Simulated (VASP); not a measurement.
# FePb (Pm-3m) in VASP: a series of runs

FePb is run at these levels: PBE; tasks: single point.

Program: VASP 6.6.1. These are calculated values, not measurements. Logs are shortened: lines on timing, memory, paths and dates and some standing lists are left out, and cuts for length are marked.

### 1 The cell of the first run

It takes space group Pm-3m (No. 221, cubic). Conventional cell: a = 3.399 Å, b = 3.399 Å, c = 3.399 Å, α = 90.00°, β = 90.00°, γ = 90.00°. Fe (site symmetry m-3m) has 8 Pb at 2.94 Å and 6 Fe at 3.40 Å within 3.9 Å. Within 3.9 Å of Pb (site symmetry m-3m) lie 8 Fe at 2.94 Å and 6 Pb at 3.40 Å.

### 2 Single point, PBE, collinear spin, ferromagnetic start

Input file INCAR:

```
  PREC = Accurate
  ENCUT = 520
  EDIFF = 1E-6
  ISMEAR = 0
  SIGMA = 0.1
  LREAL = F
  LASPH = T
  NELM = 150
  ALGO = Normal
  ISIF = 2
  LWAVE = F
  LCHARG = T
  ISPIN = 2
  MAGMOM = 3 0
  LORBIT = 11
  LMAXMIX = 4
  GGA = PE
  LELF = T
  LVHAR = T
  NBANDS = 22
```

Input file KPOINTS:

```
regular mesh
0
Gamma
  12 12 12
```

Input file POSCAR:

```
FePb
1.0
    3.3986418556      0.0000000000      0.0000000000
    0.0000000000      3.3986418556      0.0000000000
    0.0000000000      0.0000000000      3.3986418556
Fe Pb
1 1
Direct
    0.0000000000      0.0000000000      0.0000000000
    0.5000000000      0.5000000000      0.5000000000
```

Potentials or basis: VASP PAW PBE potentials, release 64 (Fe, Pb_d).

On the command line:

```console
> cat potpaw_PBE.64/Fe/POTCAR potpaw_PBE.64/Pb_d/POTCAR > POTCAR
> mpirun -np 1 vasp_std > vasp.out
```

OUTCAR:

```text
PREC = Accurate
   ENCUT = 520
   EDIFF = 1E-6
   ISMEAR = 0
   LREAL = F
   LASPH = T
   NELM = 150
   ISIF = 2
   ISPIN = 2
   LORBIT = 11
   GGA = PE

 ion  position               nearest neighbor table
   1  0.000  0.000  0.000-   2 2.94   2 2.94   2 2.94   2 2.94   2 2.94   2 2.94   2 2.94   2 2.94

   2  0.500  0.500  0.500-   1 2.94   1 2.94   1 2.94   1 2.94   1 2.94   1 2.94   1 2.94   1 2.94

  LATTYP: Found a simple cubic cell.
 ALAT       =     3.3986418556

  Lattice vectors:

 A1 = (   3.3986418556,   0.0000000000,   0.0000000000)
 A2 = (   0.0000000000,   3.3986418556,   0.0000000000)
 A3 = (   0.0000000000,   0.0000000000,   3.3986418556)

Analysis of symmetry for initial positions (statically):
=====================================================================
 Subroutine PRICEL returns:
 Original cell was already a primitive cell.

 Routine SETGRP: Setting up the symmetry group for a
 simple cubic supercell.

 Subroutine GETGRP returns: Found 48 space group operations
 (whereof 48 operations were pure point group operations)
 out of a pool of 48 trial point group operations.

The static configuration has the point symmetry O_h .

Analysis of symmetry for dynamics (positions and initial velocities):
=====================================================================
 Subroutine PRICEL returns:
 Original cell was already a primitive cell.

 Routine SETGRP: Setting up the symmetry group for a
 simple cubic supercell.

 Subroutine GETGRP returns: Found 48 space group operations
 (whereof 48 operations were pure point group operations)
 out of a pool of 48 trial point group operations.

The dynamic configuration has the point symmetry O_h .

Analysis of structural, dynamic, and magnetic symmetry:
=====================================================================
 Subroutine PRICEL returns:
 Original cell was already a primitive cell.

 Routine SETGRP: Setting up the symmetry group for a
 simple cubic supercell.

 Subroutine GETGRP returns: Found 48 space group operations
 (whereof 48 operations were pure point group operations)
 out of a pool of 48 trial point group operations.

The overall configuration has the point symmetry O_h .

 Subroutine INISYM returns: Found 48 space group operations
 (whereof 48 operations are pure point group operations),
 and found     1 'primitive' translations

----------------------------------------------------------------------------------------

                                     Primitive cell

  volume of cell :      39.2569

  direct lattice vectors                    reciprocal lattice vectors
     3.398641856  0.000000000  0.000000000     0.294235181  0.000000000  0.000000000
     0.000000000  3.398641856  0.000000000     0.000000000  0.294235181  0.000000000
     0.000000000  0.000000000  3.398641856     0.000000000  0.000000000  0.294235181

  length of vectors
     3.398641856  3.398641856  3.398641856     0.294235181  0.294235181  0.294235181

  position of ions in fractional coordinates (direct lattice)
     0.000000000  0.000000000  0.000000000
     0.500000000  0.500000000  0.500000000

  ion indices of the primitive-cell ions
   primitive index   ion index
                 1           1
                 2           2

----------------------------------------------------------------------------------------

 KPOINTS: regular mesh

Automatic generation of k-mesh.
 Grid dimensions read from file:
 generate k-points for:   12   12   12

 Generating k-lattice:

  Cartesian coordinates                     Fractional coordinates (reciprocal lattice)
     0.024519598  0.000000000  0.000000000     0.083333333  0.000000000  0.000000000
     0.000000000  0.024519598  0.000000000     0.000000000  0.083333333  0.000000000
     0.000000000  0.000000000  0.024519598     0.000000000  0.000000000  0.083333333

  Length of vectors
     0.024519598  0.024519598  0.024519598

  Shift w.r.t. Gamma in fractional coordinates (k-lattice)
     0.000000000  0.000000000  0.000000000

 Subroutine IBZKPT returns following result:
 ===========================================

 Found     84 irreducible k-points:

 Following reciprocal coordinates:
            Coordinates               Weight
  0.000000  0.000000  0.000000      1.000000
  0.083333  0.000000  0.000000      6.000000
  0.166667  0.000000  0.000000      6.000000
  0.250000  0.000000  0.000000      6.000000
  0.333333  0.000000  0.000000      6.000000
  0.416667  0.000000  0.000000      6.000000
[... 16 lines left out ...]
  0.333333  0.333333  0.000000     12.000000
  0.416667  0.333333  0.000000     24.000000
 [... further k-points ...]
   k-points           NKPTS =     84   k-points in BZ     NKDIM =     84   number of bands    NBANDS=     22
   number of dos      NEDOS =    301   number of ions     NIONS =      2
   total plane-waves  NPLWV =  21952
   dimension x,y,z NGX =    28 NGY =   28 NGZ =   28
   dimension x,y,z NGXF=    56 NGYF=   56 NGZF=   56
   ions per type =               1   1
   NGX,Y,Z   is equivalent  to a cutoff of  13.70, 13.70, 13.70 a.u.
   NGXF,Y,Z  is equivalent  to a cutoff of  27.39, 27.39, 27.39 a.u.
 SYSTEM =  unknown system
   PREC   = accura    normal or accurate (medium, high low for compatibility)
   ISTART =      0    job   : 0-new  1-cont  2-samecut
   ICHARG =      2    charge: 1-file 2-atom 10-const
   ISPIN  =      2    spin polarized calculation?
   LNONCOLLINEAR =      F non collinear calculations
   LSORBIT =      F    spin-orbit coupling
   LASPH  =      T    aspherical Exc in radial PAW
   ENCUT  =  520.0 eV  38.22 Ry    6.18 a.u.   6.32  6.32  6.32*2*pi/ulx,y,z
   NELM   =    150;   NELMIN=  2; NELMDL= -5     # of ELM steps
   EDIFF  = 0.1E-05   stopping-criterion for ELM
   LREAL  =      F    real-space projection
   EDIFFG = 0.1E-04   stopping-criterion for IOM
   NSW    =      0    number of steps for IOM
   IBRION =     -1    ionic relax: 0-MD 1-quasi-New 2-CG
   NFREE  =      0    steps in history (QN), initial steepest desc. (CG)
   ISIF   =      2    stress and relaxation
   ISYM   =      2    0-nonsym 1-usesym 2-fastsym
   POTIM  = 0.5000    time-step for ionic-motion
   TEBEG  =    0.0;   TEEND  =   0.0 temperature during run
   PSTRESS=    0.0 pullay stress
   NELECT =      22.0000    total number of electrons
   NUPDOWN=      -1.0000    fix difference up-down
   EMIN   =  10.00;   EMAX   =-10.00  energy-range for DOS
   EFERMI =   0.00;   METHOD = LEGACY
   ISMEAR =     0;   SIGMA  =   0.10  broadening in eV -4-tet -1-fermi 0-gaus
   EFERMI_NEDOS =   21; number of points for ismear=-14 and -15
   IALGO  =     38    algorithm
   IMIX   =      4    mixing-type and parameters
     AMIX     =   0.40;   BMIX     =  1.00
     AMIX_MAG =   1.60;   BMIX_MAG =  1.00
  volume/ion in A,a.u.               =      19.63       132.46
  Fermi-wavevector in a.u.,A,eV,Ry     =   1.349720  2.550601 24.786330  1.821744
  Thomas-Fermi vector in A             =   2.477284
   LORBIT       =     11    0 simple, 1 ext, 2 COOP (PROOUT), +10 PAW based schemes
   GGA     = PE    functional components
   LHFCALC =     F    Hartree Fock is set to
   AEXX    =    0.0000 exact exchange contribution
   IVDW    =     0    specifies the selected vdW correction
   LEPSILON=     F    determine dielectric tensor
   LRPA    =     F    only Hartree local field effects (RPA)
 spin polarized calculation
 Gauss-broadening in eV      SIGMA  =   0.10
  energy-cutoff  :      520.00
  volume of cell :       39.26
 maximum number of plane-waves:      1074
 NGX is ok and might be reduce to    28
   NGX = 13   NGY = 13   NGZ = 13

 number of electron      21.9999992 magnetization       2.5598562

 Free energy of the ion-electron system (eV)
  ---------------------------------------------------
  ext. energy  EPLUGINS =         0.00000000
  ---------------------------------------------------
  free energy    TOTEN  =       -10.43627347 eV

  energy without entropy =      -10.42625593  energy(sigma->0) =      -10.43126470

 E-fermi :   7.6802     XC(G=0): -11.4261

 val. band max:        7.6672340677   @ k =   0.1667   0.1667   0.0000
 cond. band min:       7.7024886603   @ k =   0.5000   0.3333   0.0833
 fundamental gap:      0.0352545926
 Fermi energy:         7.6802046337

 spin component 1

 k-point     1 :       0.0000    0.0000    0.0000
  band No.  band energies     occupation
      1      -9.3236      1.00000
      2      -9.3236      1.00000
      3      -8.9628      1.00000
      4      -8.9628      1.00000
      5      -8.9628      1.00000
      6      -4.1094      1.00000
[... 14 lines left out ...]
     21      23.9237      0.00000
     22      23.9237      0.00000
[... 552 lines left out ...]
  band No.  band energies     occupation
      1      -9.2018      1.00000
      2      -9.1811      1.00000
      3      -9.0627      1.00000
      4      -9.0398      1.00000
      5      -8.8810      1.00000
      6      -0.9626      1.00000
[... 14 lines left out ...]
     21      23.4788      0.00000
     22      24.0111      0.00000

 [... further k-points ...]

 spin component 2

 k-point     1 :       0.0000    0.0000    0.0000
  band No.  band energies     occupation
      1      -9.3382      1.00000
      2      -9.3382      1.00000
      3      -8.9708      1.00000
      4      -8.9708      1.00000
      5      -8.9708      1.00000
      6      -4.1465      1.00000
[... 14 lines left out ...]
     21      24.3826      0.00000
     22      24.3826      0.00000
[... 552 lines left out ...]
  band No.  band energies     occupation
      1      -9.2120      1.00000
      2      -9.1939      1.00000
      3      -9.0719      1.00000
      4      -9.0488      1.00000
      5      -8.8890      1.00000
      6      -0.9874      1.00000
[... 14 lines left out ...]
     21      23.7531      0.00000
     22      24.2813      0.00000

 [... further k-points ...]

------------------------ aborting loop because EDIFF is reached ----------------------------------------

  FORCE on cell =-STRESS in cart. coord.  units (eV):
  Direction    XX          YY          ZZ          XY          YZ          ZX
  --------------------------------------------------------------------------------------
  -------------------------------------------------------------------------------------
  Total       -0.0397158     -0.0397158     -0.0397158     -0.0000000     -0.0000000     -0.0000000
  in kB       -1.6209057     -1.6209057     -1.6209057     -0.0000000     -0.0000000     -0.0000000
  external PRESSURE =      -1.6209057 kB  Pullay stress =       0.0000000 kB

 VOLUME and BASIS-vectors are now :
 -----------------------------------------------------------------------------
  energy-cutoff  :      520.00
  volume of cell :       39.26
      direct lattice vectors                 reciprocal lattice vectors
     3.398641856  0.000000000  0.000000000     0.294235181  0.000000000  0.000000000
     0.000000000  3.398641856  0.000000000     0.000000000  0.294235181  0.000000000
     0.000000000  0.000000000  3.398641856     0.000000000  0.000000000  0.294235181

 POSITION                                       TOTAL-FORCE (eV/Angst)
 -----------------------------------------------------------------------------------
      0.00000      0.00000      0.00000         0.000000      0.000000      0.000000
      1.69932      1.69932      1.69932         0.000000      0.000000      0.000000
 -----------------------------------------------------------------------------------
    total drift:                                0.000000      0.000000      0.000000

  FREE ENERGIE OF THE ION-ELECTRON SYSTEM (eV)
  ---------------------------------------------------
  free  energy   TOTEN  =       -10.4362734686 eV

  energy  without entropy=      -10.4262559268  energy(sigma->0) =      -10.43126470

 total charge

# of ion       s       p       d       tot
------------------------------------------
    1        0.332   0.251   6.246   6.829
    2        1.313   0.940   9.829  12.083
--------------------------------------------------
tot          1.645   1.192  16.075  18.912

 magnetization (x)

# of ion       s       p       d       tot
------------------------------------------
    1        0.029   0.007   2.632   2.667
    2        0.029  -0.086   0.002  -0.055
--------------------------------------------------
tot          0.059  -0.080   2.633   2.612
```

Wall time 1.7 min (1 thread of Oxide Virtual Turin-like, shared host); peak memory 0.22 GiB.

Results:

| Property | Result |
| --- | --- |
| Free energy | -10.4363 eV |
| Pressure | -0.2 GPa |
| Net moment | 2.56 μB per cell |
| Site moments | Fe +2.67; Pb -0.06 μB |
| Valence electrons inside the program's atomic spheres | Fe 6.83; Pb 12.08 |

Caveat: spin-orbit coupling is left out, which moves the levels of the heavy elements.

(Part 1 of 2 ends here.)
